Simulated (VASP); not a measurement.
# Hf2TiN3 (P-3m1) in VASP: further runs

Runs on Hf2TiN3. Level: PBE. Tasks: single point.

Everything below comes from runs of VASP 6.6.1. Logs are shortened: lines on timing, memory, paths and dates and some standing lists are left out, and cuts for length are marked.

### Step 1. The cell of the first run

Symmetry: P-3m1, No. 164, trigonal system. The conventional cell has a = 3.098 Å, b = 3.098 Å, c = 7.523 Å, α = 90.00°, β = 90.00°, γ = 120.00°. Within 2.9 Å of Hf (site symmetry 3m) lie 6 N at 2.19 to 2.22 Å. Ti (site symmetry -3m) has 6 N at 2.14 Å within 2.8 Å. N (site symmetry 3m) has 3 Ti at 2.14 Å and 3 Hf at 2.19 Å within 2.8 Å. N (site symmetry -3m) has 6 Hf at 2.22 Å within 2.9 Å.

### Step 2. Single point, PBE (volume scaled by 0.94, then relaxed in part)

Input file INCAR:

```
ALGO = Normal
EDIFF = 1E-7
ENCUT = 520
GGA = PE
ISIF = 2
ISMEAR = 0
LASPH = True
LCHARG = False
LREAL = False
LWAVE = False
NBANDS = 32
NELM = 100
PREC = Accurate
SIGMA = 0.1
```

Input file KPOINTS:

```
k-points
0
Gamma
  12 12 6
```

Input file POSCAR:

```
Hf2TiN3
1.0
    3.0981305176      0.0000000000      0.0000000000
   -1.5490652588      2.6830597325      0.0000000000
    0.0000000000      0.0000000000      7.5231937988
Hf Ti N
2 1 3
Direct
    0.3333333333      0.6666666667      0.6755221701
    0.6666666667      0.3333333333      0.3244778299
    0.0000000000      0.0000000000      0.0000000000
    0.6666666667      0.3333333333      0.8444727753
    0.0000000000      0.0000000000      0.5000000000
    0.3333333333      0.6666666667      0.1555272247
```

Potentials or basis: VASP PAW PBE potentials, release 64 (Hf_pv, Ti_sv, N).

Command:

```console
cat potpaw_PBE.64/Hf_pv/POTCAR potpaw_PBE.64/Ti_sv/POTCAR potpaw_PBE.64/N/POTCAR > POTCAR
mpirun -np 1 vasp_std > vasp.out
```

OUTCAR:

```text
EDIFF = 1E-7
   ENCUT = 520
   GGA = PE
   ISIF = 2
   ISMEAR = 0
   LASPH = True
   LREAL = False
   NELM = 100
   PREC = Accurate

 ion  position               nearest neighbor table
   1  0.333  0.667  0.676-   4 2.19   4 2.19   4 2.19   5 2.22   5 2.22   5 2.22   3 3.03   3 3.03
                             3 3.03   2 3.19   2 3.19   2 3.19
   2  0.667  0.333  0.324-   6 2.19   6 2.19   6 2.19   5 2.22   5 2.22   5 2.22   3 3.03   3 3.03
                             3 3.03   1 3.19   1 3.19   1 3.19
   3  0.000  0.000  0.000-   4 2.14   6 2.14   4 2.14   6 2.14   4 2.14   6 2.14   1 3.03   2 3.03
                             1 3.03   2 3.03   2 3.03   1 3.03
   4  0.667  0.333  0.844-   3 2.14   3 2.14   3 2.14   1 2.19   1 2.19   1 2.19
   5  0.000  0.000  0.500-   1 2.22   2 2.22   2 2.22   1 2.22   2 2.22   1 2.22
   6  0.333  0.667  0.156-   3 2.14   3 2.14   3 2.14   2 2.19   2 2.19   2 2.19

  LATTYP: Found a hexagonal cell.
 ALAT       =     3.0981305176
 C/A-ratio  =     2.4283011177

  Lattice vectors:

 A1 = (   3.0981305176,   0.0000000000,   0.0000000000)
 A2 = (  -1.5490652588,   2.6830597325,   0.0000000000)
 A3 = (   0.0000000000,   0.0000000000,   7.5231937988)

Analysis of symmetry for initial positions (statically):
=====================================================================
 Subroutine PRICEL returns:
 Original cell was already a primitive cell.

 Routine SETGRP: Setting up the symmetry group for a
 hexagonal supercell.

 Subroutine GETGRP returns: Found 12 space group operations
 (whereof 12 operations were pure point group operations)
 out of a pool of 24 trial point group operations.

The static configuration has the point symmetry D_3d.

Analysis of symmetry for dynamics (positions and initial velocities):
=====================================================================
 Subroutine PRICEL returns:
 Original cell was already a primitive cell.

 Routine SETGRP: Setting up the symmetry group for a
 hexagonal supercell.

 Subroutine GETGRP returns: Found 12 space group operations
 (whereof 12 operations were pure point group operations)
 out of a pool of 24 trial point group operations.

The dynamic configuration has the point symmetry D_3d.

 Subroutine INISYM returns: Found 12 space group operations
 (whereof 12 operations are pure point group operations),
 and found     1 'primitive' translations

----------------------------------------------------------------------------------------

                                     Primitive cell

  volume of cell :      62.5363

  direct lattice vectors                    reciprocal lattice vectors
     3.098130518  0.000000000  0.000000000     0.322775298  0.186354405  0.000000000
    -1.549065259  2.683059732  0.000000000     0.000000000  0.372708810  0.000000000
     0.000000000  0.000000000  7.523193799     0.000000000  0.000000000  0.132922270

  length of vectors
     3.098130518  3.098130518  7.523193799     0.372708810  0.372708810  0.132922270

  position of ions in fractional coordinates (direct lattice)
     0.333333333  0.666666667  0.675522170
     0.666666667  0.333333333  0.324477830
     0.000000000  0.000000000  0.000000000
     0.666666667  0.333333333  0.844472775
     0.000000000  0.000000000  0.500000000
     0.333333333  0.666666667  0.155527225

  ion indices of the primitive-cell ions
   primitive index   ion index
                 1           1
                 2           2
                 3           3
                 4           4
                 5           5
                 6           6

----------------------------------------------------------------------------------------

 KPOINTS: k-points

Automatic generation of k-mesh.
 Grid dimensions read from file:
 generate k-points for:   12   12    6

 Generating k-lattice:

  Cartesian coordinates                     Fractional coordinates (reciprocal lattice)
     0.026897941  0.015529534  0.000000000     0.083333333  0.000000000  0.000000000
     0.000000000  0.031059067  0.000000000     0.000000000  0.083333333  0.000000000
     0.000000000  0.000000000  0.022153712     0.000000000  0.000000000  0.166666667

  Length of vectors
     0.031059067  0.031059067  0.022153712

  Shift w.r.t. Gamma in fractional coordinates (k-lattice)
     0.000000000  0.000000000  0.000000000

 Subroutine IBZKPT returns following result:
 ===========================================

 Found    100 irreducible k-points:

 Following reciprocal coordinates:
            Coordinates               Weight
  0.000000  0.000000  0.000000      1.000000
  0.083333  0.000000  0.000000      6.000000
  0.166667  0.000000  0.000000      6.000000
  0.250000  0.000000  0.000000      6.000000
  0.333333  0.000000  0.000000      6.000000
  0.416667  0.000000  0.000000      6.000000
[... 16 lines left out ...]
  0.166667  0.000000  0.166667      6.000000
  0.000000  0.166667  0.166667      6.000000
 [... further k-points ...]
   k-points           NKPTS =    100   k-points in BZ     NKDIM =    100   number of bands    NBANDS=     32
   number of dos      NEDOS =    301   number of ions     NIONS =      6
   total plane-waves  NPLWV =  32256
   dimension x,y,z NGX =    24 NGY =   24 NGZ =   56
   dimension x,y,z NGXF=    48 NGYF=   48 NGZF=  112
   ions per type =               2   1   3
   NGX,Y,Z   is equivalent  to a cutoff of  12.88, 12.88, 12.37 a.u.
   NGXF,Y,Z  is equivalent  to a cutoff of  25.76, 25.76, 24.75 a.u.
 SYSTEM =  unknown system
   PREC   = accura    normal or accurate (medium, high low for compatibility)
   ISTART =      0    job   : 0-new  1-cont  2-samecut
   ICHARG =      2    charge: 1-file 2-atom 10-const
   ISPIN  =      1    spin polarized calculation?
   LNONCOLLINEAR =      F non collinear calculations
   LSORBIT =      F    spin-orbit coupling
   LASPH  =      T    aspherical Exc in radial PAW
   ENCUT  =  520.0 eV  38.22 Ry    6.18 a.u.   5.76  5.76 13.99*2*pi/ulx,y,z
   NELM   =    100;   NELMIN=  2; NELMDL= -5     # of ELM steps
   EDIFF  = 0.1E-06   stopping-criterion for ELM
   LREAL  =      F    real-space projection
   EDIFFG = 0.1E-05   stopping-criterion for IOM
   NSW    =      0    number of steps for IOM
   IBRION =     -1    ionic relax: 0-MD 1-quasi-New 2-CG
   NFREE  =      0    steps in history (QN), initial steepest desc. (CG)
   ISIF   =      2    stress and relaxation
   ISYM   =      2    0-nonsym 1-usesym 2-fastsym
   POTIM  = 0.5000    time-step for ionic-motion
   TEBEG  =    0.0;   TEEND  =   0.0 temperature during run
   PSTRESS=    0.0 pullay stress
   NELECT =      47.0000    total number of electrons
   NUPDOWN=      -1.0000    fix difference up-down
   EMIN   =  10.00;   EMAX   =-10.00  energy-range for DOS
   EFERMI =   0.00;   METHOD = LEGACY
   ISMEAR =     0;   SIGMA  =   0.10  broadening in eV -4-tet -1-fermi 0-gaus
   EFERMI_NEDOS =   21; number of points for ismear=-14 and -15
   IALGO  =     38    algorithm
   IMIX   =      4    mixing-type and parameters
     AMIX     =   0.40;   BMIX     =  1.00
     AMIX_MAG =   1.60;   BMIX_MAG =  1.00
  volume/ion in A,a.u.               =      10.42        70.34
  Fermi-wavevector in a.u.,A,eV,Ry     =   1.488435  2.812735 30.142894  2.215440
  Thomas-Fermi vector in A             =   2.601470
   LORBIT       =      0    0 simple, 1 ext, 2 COOP (PROOUT), +10 PAW based schemes
   GGA     = PE    functional components
   LHFCALC =     F    Hartree Fock is set to
   AEXX    =    0.0000 exact exchange contribution
   IVDW    =     0    specifies the selected vdW correction
   LEPSILON=     F    determine dielectric tensor
   LRPA    =     F    only Hartree local field effects (RPA)
 non-spin polarized calculation
 Gauss-broadening in eV      SIGMA  =   0.10
  energy-cutoff  :      520.00
  volume of cell :       62.54
 maximum number of plane-waves:      1696
 NGX is ok and might be reduce to    24
   NGX = 11   NGY = 11   NGZ = 27

 number of electron      46.9999994 magnetization

 Free energy of the ion-electron system (eV)
  ---------------------------------------------------
  ext. energy  EPLUGINS =         0.00000000
  ---------------------------------------------------
  free energy    TOTEN  =       -62.88395655 eV

  energy without entropy =      -62.87374420  energy(sigma->0) =      -62.87885037

 E-fermi :   9.6685     XC(G=0): -13.0355

 val. band max:        9.6621923736   @ k =   0.5000   0.0000   0.1667
 cond. band min:       9.6708952267   @ k =   0.2500   0.2500   0.1667
 fundamental gap:      0.0087028531
 Fermi energy:         9.6685438804

 k-point     1 :       0.0000    0.0000    0.0000
  band No.  band energies     occupation
      1     -48.0600      2.00000
      2     -24.4605      2.00000
      3     -24.1883      2.00000
      4     -24.1883      2.00000
      5     -22.0983      2.00000
      6     -21.5131      2.00000
[... 24 lines left out ...]
     31      11.6646      0.00000
     32      12.2597      0.00000

 k-point     2 :       0.0833    0.0000    0.0000
  band No.  band energies     occupation
      1     -48.0570      2.00000
      2     -24.4538      2.00000
      3     -24.2151      2.00000
      4     -24.1939      2.00000
      5     -22.0755      2.00000
      6     -21.5167      2.00000
[... 24 lines left out ...]
     31      12.2617      0.00000
     32      12.5932      0.00000

 k-point     3 :       0.1667    0.0000    0.0000
  band No.  band energies     occupation
      1     -48.0489      2.00000
      2     -24.4356      2.00000
      3     -24.2872      2.00000
      4     -24.2089      2.00000
      5     -22.0147      2.00000
      6     -21.5740      2.00000
[... 24 lines left out ...]
     31      12.9379      0.00000
     32      13.1663      0.00000

 k-point     4 :       0.2500    0.0000    0.0000
  band No.  band energies     occupation
      1     -48.0377      2.00000
      2     -24.4118      2.00000
      3     -24.3825      2.00000
      4     -24.2294      2.00000
      5     -21.9529      2.00000
      6     -21.7762      2.00000
[... 24 lines left out ...]
     31      13.1627      0.00000
     32      13.5973      0.00000

 k-point     5 :       0.3333    0.0000    0.0000
  band No.  band energies     occupation
      1     -48.0265      2.00000
      2     -24.4791      2.00000
      3     -24.3848      2.00000
      4     -24.2499      2.00000
      5     -22.0650      2.00000
      6     -21.9395      2.00000
[... 584 lines left out ...]
     31      12.1169      0.00000
     32      12.4249      0.00000

 k-point    22 :       0.0000    0.0833    0.1667
  band No.  band energies     occupation
      1     -48.0570      2.00000
      2     -24.4549      2.00000
      3     -24.2151      2.00000
      4     -24.1939      2.00000
      5     -22.0641      2.00000
      6     -21.5280      2.00000
[... 24 lines left out ...]
     31      12.2283      0.00000
     32      12.7679      0.00000

 k-point    23 :       0.1667    0.0000    0.1667
  band No.  band energies     occupation
      1     -48.0489      2.00000
      2     -24.4362      2.00000
      3     -24.2869      2.00000
      4     -24.2089      2.00000
      5     -22.0086      2.00000
      6     -21.5870      2.00000
[... 24 lines left out ...]
     31      12.6129      0.00000
     32      12.9583      0.00000

 k-point    24 :       0.0000    0.1667    0.1667
  band No.  band energies     occupation
      1     -48.0489      2.00000
      2     -24.4364      2.00000
      3     -24.2872      2.00000
      4     -24.2089      2.00000
      5     -22.0061      2.00000
      6     -21.5763      2.00000
[... 24 lines left out ...]
     31      12.8502      0.00000
     32      13.2389      0.00000

 [... further k-points ...]
[... 5 lines left out ...]
  --------------------------------------------------------------------------------------
  -------------------------------------------------------------------------------------
  Total        6.4929206      6.4929206      6.4124063      0.0000000      0.0000000      0.0000000
  in kB      166.3483015    166.3483015    164.2855293      0.0000000      0.0000000      0.0000000
  external PRESSURE =     165.6607108 kB  Pullay stress =       0.0000000 kB

 VOLUME and BASIS-vectors are now :
 -----------------------------------------------------------------------------
  energy-cutoff  :      520.00
  volume of cell :       62.54
      direct lattice vectors                 reciprocal lattice vectors
     3.098130518  0.000000000  0.000000000     0.322775298  0.186354405  0.000000000
    -1.549065259  2.683059732  0.000000000     0.000000000  0.372708810  0.000000000
     0.000000000  0.000000000  7.523193799     0.000000000  0.000000000  0.132922270

 POSITION                                       TOTAL-FORCE (eV/Angst)
 -----------------------------------------------------------------------------------
     -0.00000      1.78871      5.08208        -0.000000      0.000000     -0.001635
      1.54907      0.89435      2.44111         0.000000     -0.000000      0.001635
      0.00000      0.00000      0.00000         0.000000      0.000000     -0.000000
      1.54907      0.89435      6.35313        -0.000000     -0.000000     -0.143336
      0.00000      0.00000      3.76160         0.000000      0.000000     -0.000000
     -0.00000      1.78871      1.17006         0.000000      0.000000      0.143336
 -----------------------------------------------------------------------------------
    total drift:                               -0.000000      0.000000     -0.000000

  FREE ENERGIE OF THE ION-ELECTRON SYSTEM (eV)
  ---------------------------------------------------
  free  energy   TOTEN  =       -62.8839565526 eV

  energy  without entropy=      -62.8737441957  energy(sigma->0) =      -62.87885037
```

Wall time 3 min (1 thread of Intel Xeon 6975P-C (Granite Rapids), shared host); peak memory 0.3 GiB.

Results:

| Item | Value |
| --- | --- |
| Free energy | -62.8840 eV |
| Pressure | 16.6 GPa |
| Largest force | 0.143 eV/Å |

Forces in eV/Å, atoms in the order of the input:
```
Hf   0.000  0.000 -0.002
Hf   0.000  0.000  0.002
Ti   0.000  0.000  0.000
N    0.000  0.000 -0.143
N    0.000  0.000  0.000
N    0.000  0.000  0.143
```

Levels at points of the mesh, in eV from the Fermi level:
| k point | band 20 | band 21 | band 22 | band 23 | band 24 | band 25 | band 26 | band 27 | band 28 | band 29 |
| --- | --- | --- | --- | --- | --- | --- | --- | --- | --- | --- |
| (0.00, 0.00, 0.00) | -2.75 | -2.75 | -2.68 | -0.54 | -0.54 | -0.37 | 1.20 | 1.22 | 1.22 | 1.80 |
| (0.50, 0.00, 0.00) | -5.40 | -3.68 | -3.57 | -3.51 | 0.80 | 1.05 | 1.68 | 1.91 | 2.82 | 4.12 |
| (0.00, 0.00, 0.50) | -4.09 | -4.08 | -4.08 | -0.14 | -0.14 | 0.06 | 0.37 | 0.81 | 0.81 | 2.52 |
| (0.50, 0.00, 0.50) | -4.87 | -4.48 | -4.25 | -1.80 | -1.60 | 1.68 | 1.86 | 3.04 | 3.22 | 4.16 |

Caveat: the cell differs from its parent crystal (volume scaled by 0.94, then relaxed in part); spin-orbit coupling is left out, which moves the levels of the heavy elements.

### Step 3. Single point, PBE (volume scaled by 0.97, then relaxed in part)

Input file INCAR:

```
  ALGO = Normal
  EDIFF = 1E-6
  ENCUT = 520
  GGA = PE
  ISIF = 2
  ISMEAR = 0
  LASPH = T
  LCHARG = T
  LELF = T
  LREAL = F
  LVHAR = T
  LWAVE = F
  NBANDS = 32
  NELM = 80
  PREC = Accurate
  SIGMA = 0.1
```

KPOINTS is that of step 2.

Input file POSCAR:

```
Hf2TiN3
1.0
    3.1314833856      0.0000000000      0.0000000000
   -1.5657416928      2.7119441634      0.0000000000
    0.0000000000      0.0000000000      7.5988054558
Hf Ti N
2 1 3
Direct
    0.3333333333      0.6666666667      0.6756281746
    0.6666666667      0.3333333333      0.3243718254
    0.0000000000      0.0000000000      0.0000000000
    0.6666666667      0.3333333333      0.8434092149
    0.0000000000      0.0000000000      0.5000000000
    0.3333333333      0.6666666667      0.1565907851
```

Potentials or basis: VASP PAW PBE potentials, release 64 (Hf_pv, Ti_sv, N).

Command:

```console
cat potpaw_PBE.64/Hf_pv/POTCAR potpaw_PBE.64/Ti_sv/POTCAR potpaw_PBE.64/N/POTCAR > POTCAR
mpirun -np 1 vasp_std > vasp.out
```

It took 2.6 min on 1 thread of Intel Xeon 6975P-C (Granite Rapids), shared host; peak memory 0.32 GiB.

It converged, with:

| Quantity | Value |
| --- | --- |
| Free energy | -63.0315 eV |
| Pressure | 6.7 GPa |
| Largest force | 0.141 eV/Å |

Forces in eV/Å, atoms in the order of the input:
```
Hf   0.000  0.000 -0.003
Hf   0.000  0.000  0.003
Ti   0.000  0.000  0.000
N    0.000  0.000 -0.141
N    0.000  0.000  0.000
N    0.000  0.000  0.141
```

Stress tensor (GPa, compression positive):
```
6.75 0.00 0.00
0.00 6.75 0.00
0.00 0.00 6.62
```

Levels at points of the mesh, in eV from the Fermi level:
| k point | band 21 | band 22 | band 23 | band 24 | band 25 | band 26 | band 27 | band 28 |
| --- | --- | --- | --- | --- | --- | --- | --- | --- |
| (0.00, 0.00, 0.00) | -2.72 | -2.65 | -0.52 | -0.52 | -0.34 | 1.14 | 1.17 | 1.17 |
| (0.50, 0.00, 0.00) | -3.55 | -3.53 | -3.50 | 0.76 | 1.03 | 1.60 | 1.81 | 2.67 |
| (0.00, 0.00, 0.50) | -3.96 | -3.96 | -0.14 | -0.14 | 0.02 | 0.38 | 0.79 | 0.79 |
| (0.50, 0.00, 0.50) | -4.42 | -4.18 | -1.76 | -1.52 | 1.60 | 1.76 | 2.92 | 3.04 |

Caveat: the cell differs from its parent crystal (volume scaled by 0.97, then relaxed in part); spin-orbit coupling is left out, which moves the levels of the heavy elements.

### Step 4. Single point, PBE

This run uses another cell than the first one, of 11.09 Å³/atom, 1.064 times its volume.

Input file INCAR:

```
PREC = Accurate ; ENCUT = 520
EDIFF = 1E-7 ; ISMEAR = 0
SIGMA = 0.1 ; LREAL = False
LASPH = True ; NELM = 60
ALGO = Normal ; ISIF = 2
LWAVE = False ; LCHARG = False
GGA = PE ; NBANDS = 32
```

Input file KPOINTS:

```
Automatic mesh
0
Gamma
  12 12 6
```

Input file POSCAR:

```
Hf2TiN3
1.0
    3.1639877930      0.0000000000      0.0000000000
   -1.5819938965      2.7400938060      0.0000000000
    0.0000000000      0.0000000000      7.6736894000
Hf Ti N
2 1 3
Direct
    0.3333333333      0.6666666667      0.6757570000
    0.6666666667      0.3333333333      0.3242430000
    0.0000000000      0.0000000000      0.0000000000
    0.6666666667      0.3333333333      0.8422610000
    0.0000000000      0.0000000000      0.5000000000
    0.3333333333      0.6666666667      0.1577390000
```

Command:

```console
cat potpaw_PBE.64/Hf_pv/POTCAR potpaw_PBE.64/Ti_sv/POTCAR potpaw_PBE.64/N/POTCAR > POTCAR
mpirun -np 1 vasp_std > vasp.out
```

It took 3.1 min on 1 thread of Intel Xeon 6975P-C (Granite Rapids), shared host; peak memory 0.32 GiB.

It converged, with:

* Free energy: -63.0664 eV
* Pressure: -1.6 GPa
* Largest force: 0.135 eV/Å

Forces in eV/Å, atoms in the order of the input:
```
Hf   0.000  0.000  0.001
Hf   0.000  0.000 -0.001
Ti   0.000  0.000  0.000
N    0.000  0.000 -0.135
N    0.000  0.000  0.000
N    0.000  0.000  0.135
```

Stress tensor (GPa, compression positive):
```
-1.52  0.00  0.00
 0.00 -1.52  0.00
 0.00  0.00 -1.65
```

Levels at points of the mesh, in eV from the Fermi level:
| k point | band 22 | band 23 | band 24 | band 25 | band 26 | band 27 |
| --- | --- | --- | --- | --- | --- | --- |
| (0.00, 0.00, 0.00) | -2.62 | -0.50 | -0.50 | -0.32 | 1.08 | 1.12 |
| (0.50, 0.00, 0.00) | -3.47 | -3.39 | 0.73 | 1.01 | 1.52 | 1.72 |
| (0.00, 0.00, 0.50) | -3.85 | -0.14 | -0.14 | -0.01 | 0.39 | 0.77 |
| (0.50, 0.00, 0.50) | -4.10 | -1.72 | -1.45 | 1.53 | 1.68 | 2.80 |

Caveat: spin-orbit coupling is left out, which moves the levels of the heavy elements.

### Step 5. Overview

| cell | gap on the mesh (eV) | pressure (GPa) | largest force (eV/Å) |
| --- | --- | --- | --- |
| a = 3.098, b = 3.098, c = 7.523 Å, angles 90.0, 90.0, 120.0°, 6 atoms | none | 16.6 | 0.14 |
| a = 3.131, b = 3.131, c = 7.599 Å, angles 90.0, 90.0, 120.0°, 6 atoms | none | 6.7 | 0.14 |
| a = 3.164, b = 3.164, c = 7.674 Å, angles 90.0, 90.0, 120.0°, 6 atoms | none | -1.6 | 0.14 |

Alike in all rows: task single point; level PBE; potentials or basis VASP PAW PBE potentials, release 64 (Hf_pv, Ti_sv, N); no spin polarisation; k mesh 12 × 12 × 6; cutoff (eV) 520; smearing gaussian 0.1 eV.

Caveats: spin-orbit coupling is left out, which moves the levels of the heavy elements.

Absolute energies hang on the potentials; compare differences alone.
